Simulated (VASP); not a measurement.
# Te (Fd-3m) in VASP: a series of runs

The runs below take Te through single point, with LDA.

All numbers are computed with VASP 6.6.1; they aren't measurements. Logs are shortened: lines on timing, memory, paths and dates and some standing lists are left out, and cuts for length are marked.

## 1. The cell of the first run

Symmetry: Fd-3m, No. 227, cubic system. The conventional cell has a = 7.000 Å, b = 7.000 Å, c = 7.000 Å, α = 90.00°, β = 90.00°, γ = 90.00°. Within 4.0 Å of Te (site symmetry -43m) lie 4 Te at 3.03 Å.

This isn't the form of Te at room conditions, which is trigonal, of chains.

## 2. Single point, LDA

Input file INCAR:

```
SYSTEM = Te
  PREC = Accurate
  ENCUT = 520
  EDIFF = 1E-7
  ISMEAR = -1
  SIGMA = 0.1
  LREAL = .FALSE.
  LASPH = .TRUE.
  NELM = 80
  ALGO = Normal
  ISIF = 2
  LWAVE = .FALSE.
  LCHARG = .FALSE.
  GGA = CA
  NBANDS = 13
```

Input file KPOINTS:

```
Automatic mesh
0
G
  8 8 8
  0 0 0
```

Input file POSCAR:

```
Te
1.0
    0.0000000000      3.5000932594      3.5000932594
    3.5000932594      0.0000000000      3.5000932594
    3.5000932594      3.5000932594      0.0000000000
Te
2
Direct
    0.1250000000      0.1250000000      0.1250000000
    0.8750000000      0.8750000000      0.8750000000
```

Potentials or basis: VASP PAW LDA potentials, release 64 (Te).

Started as:

```bash
$ cat potpaw_LDA.64/Te/POTCAR > POTCAR
$ mpirun -np 1 vasp_std > vasp.out
```

OUTCAR:

```text
SYSTEM = Te
   PREC = Accurate
   ENCUT = 520
   EDIFF = 1E-7
   ISMEAR = -1
   LREAL = .FALSE.
   LASPH = .TRUE.
   NELM = 80
   ISIF = 2
   GGA = CA

 ion  position               nearest neighbor table
   1  0.125  0.125  0.125-   2 3.03   2 3.03   2 3.03   2 3.03
   2  0.875  0.875  0.875-   1 3.03   1 3.03   1 3.03   1 3.03

  LATTYP: Found a face centered cubic cell.
 ALAT       =     7.0001865188

  Lattice vectors:

 A1 = (   0.0000000000,   3.5000932594,   3.5000932594)
 A2 = (   3.5000932594,   0.0000000000,   3.5000932594)
 A3 = (   3.5000932594,   3.5000932594,   0.0000000000)

Analysis of symmetry for initial positions (statically):
=====================================================================
 Subroutine PRICEL returns:
 Original cell was already a primitive cell.

 Routine SETGRP: Setting up the symmetry group for a
 face centered cubic supercell.

 Subroutine GETGRP returns: Found 48 space group operations
 (whereof 12 operations were pure point group operations)
 out of a pool of 48 trial point group operations.

The static configuration has the point symmetry D_3d.
 The point group associated with its full space group is O_h .

Analysis of symmetry for dynamics (positions and initial velocities):
=====================================================================
 Subroutine PRICEL returns:
 Original cell was already a primitive cell.

 Routine SETGRP: Setting up the symmetry group for a
 face centered cubic supercell.

 Subroutine GETGRP returns: Found 48 space group operations
 (whereof 12 operations were pure point group operations)
 out of a pool of 48 trial point group operations.

The dynamic configuration has the point symmetry D_3d.
 The point group associated with its full space group is O_h .

 Subroutine INISYM returns: Found 48 space group operations
 (whereof 12 operations are pure point group operations),
 and found     1 'primitive' translations

----------------------------------------------------------------------------------------

                                     Primitive cell

  volume of cell :      85.7569

  direct lattice vectors                    reciprocal lattice vectors
     0.000000000  3.500093259  3.500093259    -0.142853336  0.142853336  0.142853336
     3.500093259  0.000000000  3.500093259     0.142853336 -0.142853336  0.142853336
     3.500093259  3.500093259  0.000000000     0.142853336  0.142853336 -0.142853336

  length of vectors
     4.949879357  4.949879357  4.949879357     0.247429237  0.247429237  0.247429237

  position of ions in fractional coordinates (direct lattice)
     0.125000000  0.125000000  0.125000000
     0.875000000  0.875000000  0.875000000

  ion indices of the primitive-cell ions
   primitive index   ion index
                 1           1
                 2           2

----------------------------------------------------------------------------------------

 KPOINTS: Automatic mesh

Automatic generation of k-mesh.
 Grid dimensions read from file:
 generate k-points for:    8    8    8

 Generating k-lattice:

  Cartesian coordinates                     Fractional coordinates (reciprocal lattice)
    -0.017856667  0.017856667  0.017856667     0.125000000  0.000000000  0.000000000
     0.017856667 -0.017856667  0.017856667     0.000000000  0.125000000  0.000000000
     0.017856667  0.017856667 -0.017856667     0.000000000  0.000000000  0.125000000

  Length of vectors
     0.030928655  0.030928655  0.030928655

  Shift w.r.t. Gamma in fractional coordinates (k-lattice)
     0.000000000  0.000000000  0.000000000

 Subroutine IBZKPT returns following result:
 ===========================================

 Found     29 irreducible k-points:

 Following reciprocal coordinates:
            Coordinates               Weight
  0.000000  0.000000  0.000000      1.000000
  0.125000  0.000000  0.000000      8.000000
  0.250000  0.000000  0.000000      8.000000
  0.375000  0.000000  0.000000      8.000000
  0.500000  0.000000  0.000000      4.000000
  0.125000  0.125000  0.000000      6.000000
[... 16 lines left out ...]
  0.500000  0.250000  0.125000     48.000000
 -0.375000  0.250000  0.125000     24.000000
 [... further k-points ...]
   k-points           NKPTS =     29   k-points in BZ     NKDIM =     29   number of bands    NBANDS=     13
   number of dos      NEDOS =    301   number of ions     NIONS =      2
   total plane-waves  NPLWV =  64000
   dimension x,y,z NGX =    40 NGY =   40 NGZ =   40
   dimension x,y,z NGXF=    80 NGYF=   80 NGZF=   80
   ions per type =               2
   NGX,Y,Z   is equivalent  to a cutoff of  13.43, 13.43, 13.43 a.u.
   NGXF,Y,Z  is equivalent  to a cutoff of  26.87, 26.87, 26.87 a.u.
 SYSTEM =  Te
   PREC   = accura    normal or accurate (medium, high low for compatibility)
   ISTART =      0    job   : 0-new  1-cont  2-samecut
   ICHARG =      2    charge: 1-file 2-atom 10-const
   ISPIN  =      1    spin polarized calculation?
   LNONCOLLINEAR =      F non collinear calculations
   LSORBIT =      F    spin-orbit coupling
   LASPH  =      T    aspherical Exc in radial PAW
   ENCUT  =  520.0 eV  38.22 Ry    6.18 a.u.   9.20  9.20  9.20*2*pi/ulx,y,z
   NELM   =     80;   NELMIN=  2; NELMDL= -5     # of ELM steps
   EDIFF  = 0.1E-06   stopping-criterion for ELM
   LREAL  =      F    real-space projection
   EDIFFG = 0.1E-05   stopping-criterion for IOM
   NSW    =      0    number of steps for IOM
   IBRION =     -1    ionic relax: 0-MD 1-quasi-New 2-CG
   NFREE  =      0    steps in history (QN), initial steepest desc. (CG)
   ISIF   =      2    stress and relaxation
   ISYM   =      2    0-nonsym 1-usesym 2-fastsym
   POTIM  = 0.5000    time-step for ionic-motion
   TEBEG  =    0.0;   TEEND  =   0.0 temperature during run
   PSTRESS=    0.0 pullay stress
   NELECT =      12.0000    total number of electrons
   NUPDOWN=      -1.0000    fix difference up-down
   EMIN   =  10.00;   EMAX   =-10.00  energy-range for DOS
   EFERMI =   0.00;   METHOD = LEGACY
   ISMEAR =    -1;   SIGMA  =   0.10  broadening in eV -4-tet -1-fermi 0-gaus
   EFERMI_NEDOS =   21; number of points for ismear=-14 and -15
   IALGO  =     38    algorithm
   IMIX   =      4    mixing-type and parameters
     AMIX     =   0.40;   BMIX     =  1.00
     AMIX_MAG =   1.60;   BMIX_MAG =  1.00
  volume/ion in A,a.u.               =      42.88       289.36
  Fermi-wavevector in a.u.,A,eV,Ry     =   0.849922  1.606119  9.828400  0.722367
  Thomas-Fermi vector in A             =   1.965818
   LORBIT       =      0    0 simple, 1 ext, 2 COOP (PROOUT), +10 PAW based schemes
   GGA     = CA    functional components
   LHFCALC =     F    Hartree Fock is set to
   AEXX    =    0.0000 exact exchange contribution
   IVDW    =     0    specifies the selected vdW correction
   LEPSILON=     F    determine dielectric tensor
   LRPA    =     F    only Hartree local field effects (RPA)
 non-spin polarized calculation
  energy-cutoff  :      520.00
  volume of cell :       85.76
 maximum number of plane-waves:      2332
 NGX is ok and might be reduce to    40
   NGX = 19   NGY = 19   NGZ = 19

 number of electron      12.0000000 magnetization

 Free energy of the ion-electron system (eV)
  ---------------------------------------------------
  ext. energy  EPLUGINS =         0.00000000
  ---------------------------------------------------
  free energy    TOTEN  =        -6.57718238 eV

  energy without entropy =       -6.51275767  energy(sigma->0) =       -6.54497003

 E-fermi :   3.7986     XC(G=0):  -8.1724

 val. band max:        3.7259004143   @ k =  -0.2500   0.1250   0.0000
 cond. band min:       3.8184931241   @ k =   0.5000   0.1250   0.0000
 fundamental gap:      0.0925927098
 Fermi energy:         3.7986171656

 k-point     1 :       0.0000    0.0000    0.0000
  band No.  band energies     occupation
      1      -9.5860      2.00000
      2      -4.7649      2.00000
      3       0.6221      2.00000
      4       0.6221      2.00000
      5       0.6221      2.00000
      6       3.0325      1.99906
      7       3.0325      1.99906
      8       3.0325      1.99906
      9       7.1847      0.00000
     10       9.6657      0.00000
     11       9.6657      0.00000
     12      11.0896      0.00000
     13      11.0896      0.00000

 k-point     2 :       0.1250    0.0000    0.0000
  band No.  band energies     occupation
      1      -9.4940      2.00000
      2      -5.0253      2.00000
      3       0.4964      2.00000
      4       0.4964      2.00000
      5       0.5867      2.00000
      6       3.2243      1.99361
      7       3.2243      1.99361
      8       3.2411      1.99245
      9       7.6182      0.00000
     10       9.3295      0.00000
     11       9.3295      0.00000
     12      10.7617      0.00000
     13      11.8387      0.00000

 k-point     3 :       0.2500    0.0000    0.0000
  band No.  band energies     occupation
      1      -9.2362      2.00000
      2      -5.6434      2.00000
      3       0.2499      2.00000
      4       0.2499      2.00000
      5       0.4199      2.00000
      6       3.6135      1.72863
      7       3.6135      1.72863
      8       3.9579      0.33789
      9       8.4201      0.00000
     10       9.1350      0.00000
     11       9.1350      0.00000
     12      10.5450      0.00000
     13      13.1969      0.00000
[... 305 lines left out ...]
 k-point    23 :       0.5000    0.2500    0.1250
  band No.  band energies     occupation
      1      -8.6479      2.00000
      2      -6.6573      2.00000
      3      -0.8229      2.00000
      4      -0.2519      2.00000
      5       1.5380      2.00000
      6       3.3836      1.96896
      7       4.6342      0.00047
      8       4.9722      0.00002
      9       8.6014      0.00000
     10       8.8630      0.00000
     11      10.2384      0.00000
     12      11.1975      0.00000
     13      12.3989      0.00000

 k-point    24 :      -0.3750    0.2500    0.1250
  band No.  band energies     occupation
      1      -8.4347      2.00000
      2      -6.9542      2.00000
      3      -0.9411      2.00000
      4      -0.3343      2.00000
      5       1.5538      2.00000
      6       3.6844      1.51618
      7       4.6662      0.00034
      8       5.2153      0.00000
      9       8.2818      0.00000
     10       9.2695      0.00000
     11      10.1387      0.00000
     12      10.8599      0.00000
     13      12.3606      0.00000

 [... further k-points ...]
[... 5 lines left out ...]
  --------------------------------------------------------------------------------------
  -------------------------------------------------------------------------------------
  Total        0.0347244      0.0347244      0.0347244     -0.0000000      0.0000000      0.0000000
  in kB        0.6487482      0.6487482      0.6487482     -0.0000000      0.0000000      0.0000000
  external PRESSURE =       0.6487482 kB  Pullay stress =       0.0000000 kB

 VOLUME and BASIS-vectors are now :
 -----------------------------------------------------------------------------
  energy-cutoff  :      520.00
  volume of cell :       85.76
      direct lattice vectors                 reciprocal lattice vectors
     0.000000000  3.500093259  3.500093259    -0.142853336  0.142853336  0.142853336
     3.500093259  0.000000000  3.500093259     0.142853336 -0.142853336  0.142853336
     3.500093259  3.500093259  0.000000000     0.142853336  0.142853336 -0.142853336

 POSITION                                       TOTAL-FORCE (eV/Angst)
 -----------------------------------------------------------------------------------
      0.87502      0.87502      0.87502         0.000000     -0.000000      0.000000
      6.12516      6.12516      6.12516        -0.000000      0.000000     -0.000000
 -----------------------------------------------------------------------------------
    total drift:                                0.000000      0.000000     -0.000000

  FREE ENERGIE OF THE ION-ELECTRON SYSTEM (eV)
  ---------------------------------------------------
  free  energy   TOTEN  =        -6.5771823841 eV

  energy  without entropy=       -6.5127576687  energy(sigma->0) =       -6.54497003
```

It took 46 s on 1 thread of Intel Xeon 8259CL, shared host; peak memory 0.2 GiB.

Results:

```
Free energy            : -6.5772 eV
Pressure               : 0.1 GPa
Band gap on the k mesh : zero (bands 6 and 7 overlap by 0.99 eV)
```

Levels at points of the mesh, in eV from the Fermi level:
```
           k point  band 3  band 4  band 5  band 6  band 7  band 8  band 9  band 10
(0.00, 0.00, 0.00)   -3.18   -3.18   -3.18   -0.77   -0.77   -0.77    3.39     5.87
(0.50, 0.00, 0.00)   -3.82   -3.82   -3.66    0.23    0.23    1.77    5.24     5.46
(0.50, 0.50, 0.00)   -4.51   -4.51   -1.74   -1.74    2.13    2.13    5.03     5.03
```

Caveat: spin-orbit coupling is left out, which moves the levels of the heavy elements.

## 3. Single point, LDA (37.73 Å³/atom)

This run uses another cell than the first one, of 37.73 Å³/atom.

Input file INCAR:

```
SYSTEM = Te
  ALGO = Normal
  EDIFF = 1E-6
  ENCUT = 520
  GGA = CA
  ISIF = 2
  ISMEAR = -1
  LASPH = .True.
  LCHARG = .False.
  LREAL = .False.
  LWAVE = .False.
  NBANDS = 13
  NELM = 100
  PREC = Accurate
  SIGMA = 0.1
```

Input file KPOINTS:

```
k-points
0
Gamma
  9 9 9
  0 0 0
```

Input file POSCAR:

```
Te
1.0
    0.0000000000      3.3540832690      3.3540832690
    3.3540832690      0.0000000000      3.3540832690
    3.3540832690      3.3540832690      0.0000000000
Te
2
Direct
    0.1250000000      0.1250000000      0.1250000000
    0.8750000000      0.8750000000      0.8750000000
```

Potentials or basis: VASP PAW LDA potentials, release 64 (Te).

Started as:

```bash
$ cat potpaw_LDA.64/Te/POTCAR > POTCAR
$ mpirun -np 1 vasp_std > vasp.out
```

Run time: 30 s. Hardware: 1 thread of Intel Xeon 8259CL, shared host; peak memory 0.18 GiB.

Results (log left out):

```yaml
Free_energy: -6.4122 eV
Pressure: 5.6 GPa
Band_gap_on_the_k_mesh: zero (bands 6 and 7 overlap by 1.19 eV)
```

Levels at points of the mesh, in eV from the Fermi level:
```tsv
k point	band 3	band 4	band 5	band 6	band 7	band 8	band 9	band 10
(0.00, 0.00, 0.00)	-3.58	-3.58	-3.58	-0.95	-0.95	-0.95	3.30	5.76
```

Caveat: the cell stands under pressure; spin-orbit coupling is left out, which moves the levels of the heavy elements.

## 4. Single point, LDA (39.45 Å³/atom)

This run uses another cell than the first one, of 39.45 Å³/atom.

Input file INCAR:

```
SYSTEM = Te
ALGO = Normal
EDIFF = 1E-6
ENCUT = 520
GGA = CA
ISIF = 2
ISMEAR = -1
LASPH = .TRUE.
LCHARG = .FALSE.
LREAL = .FALSE.
LWAVE = .FALSE.
NBANDS = 13
NELM = 100
PREC = Accurate
SIGMA = 0.1
```

Input file KPOINTS:

```
k-points
0
G
  9 9 9
  0 0 0
```

Input file POSCAR:

```
Te
1.0
    0.0000000000      3.4041515949      3.4041515949
    3.4041515949      0.0000000000      3.4041515949
    3.4041515949      3.4041515949      0.0000000000
Te
2
Direct
    0.1250000000      0.1250000000      0.1250000000
    0.8750000000      0.8750000000      0.8750000000
```

Started as:

```bash
$ cat potpaw_LDA.64/Te/POTCAR > POTCAR
$ mpirun -np 1 vasp_std > vasp.out
```

Wall time 36 s (1 thread of Intel Xeon 8259CL, shared host); peak memory 0.18 GiB.

The run converged. Its results:

```
Free energy            : -6.5073 eV
Pressure               : 3.4 GPa
Band gap on the k mesh : zero (bands 6 and 7 overlap by 1.08 eV)
```

Levels at points of the mesh, in eV from the Fermi level:
| k point | band 2 | band 3 | band 4 | band 5 | band 6 | band 7 | band 8 | band 9 | band 10 | band 11 |
| --- | --- | --- | --- | --- | --- | --- | --- | --- | --- | --- |
| (0.00, 0.00, 0.00) | -8.30 | -3.43 | -3.43 | -3.43 | -0.88 | -0.88 | -0.88 | 3.33 | 5.80 | 5.80 |

Caveat: the cell stands under pressure; spin-orbit coupling is left out, which moves the levels of the heavy elements.

## 5. Single point, LDA (41.16 Å³/atom)

This run uses another cell than the first one, of 41.16 Å³/atom.

Input file INCAR:

```
PREC = Accurate ; ENCUT = 520
EDIFF = 1E-7 ; ISMEAR = -1
SIGMA = 0.1 ; LREAL = F
LASPH = T ; NELM = 80
ALGO = Normal ; ISIF = 2
LWAVE = F ; LCHARG = T
LELF = T ; LVHAR = T
NBANDS = 13
```

Input file KPOINTS:

```
regular mesh
0
Gamma
  9 9 9
```

Input file POSCAR:

```
Te
1.0
    0.0000000000      3.4527889031      3.4527889031
    3.4527889031      0.0000000000      3.4527889031
    3.4527889031      3.4527889031      0.0000000000
Te
2
Direct
    0.1250000000      0.1250000000      0.1250000000
    0.8750000000      0.8750000000      0.8750000000
```

Started as:

```bash
$ cat potpaw_LDA.64/Te/POTCAR > POTCAR
$ mpirun -np 1 vasp_std > vasp.out
```

It took 41 s on 1 thread of Intel Xeon 8259CL, shared host; peak memory 0.18 GiB.

It converged, with:

| Property | Result |
| --- | --- |
| Free energy | -6.5593 eV |
| Pressure | 1.6 GPa |
| Band gap on the k mesh | zero (bands 6 and 7 overlap by 1.01 eV) |

Levels at points of the mesh, in eV from the Fermi level:
```csv
k point,band 2,band 3,band 4,band 5,band 6,band 7,band 8,band 9,band 10,band 11
"(0.00, 0.00, 0.00)",-8.43,-3.29,-3.29,-3.29,-0.81,-0.81,-0.81,3.36,5.84,5.84
```

Caveat: spin-orbit coupling is left out, which moves the levels of the heavy elements.

## 6. Overview

```csv
cell,k mesh,gap on the mesh (eV),pressure (GPa)
"a = 4.950 Å, angles 60.0°, 2 atoms",8 × 8 × 8,none,0.1
"a = 4.743 Å, angles 60.0°, 2 atoms",9 × 9 × 9,none,5.6
"a = 4.814 Å, angles 60.0°, 2 atoms",9 × 9 × 9,none,3.4
"a = 4.883 Å, angles 60.0°, 2 atoms",9 × 9 × 9,none,1.6
```

Alike in all rows: task single point; level LDA; potentials or basis VASP PAW LDA potentials, release 64 (Te); no spin polarisation; cutoff (eV) 520; smearing fermi-dirac 0.1 eV.

Caveats: spin-orbit coupling is left out, which moves the levels of the heavy elements; the cell stands under pressure (at least some runs).

Absolute energies hang on the potentials; compare differences alone.

The gap in the log of VASP goes by the Fermi energy; the results here count the filled bands.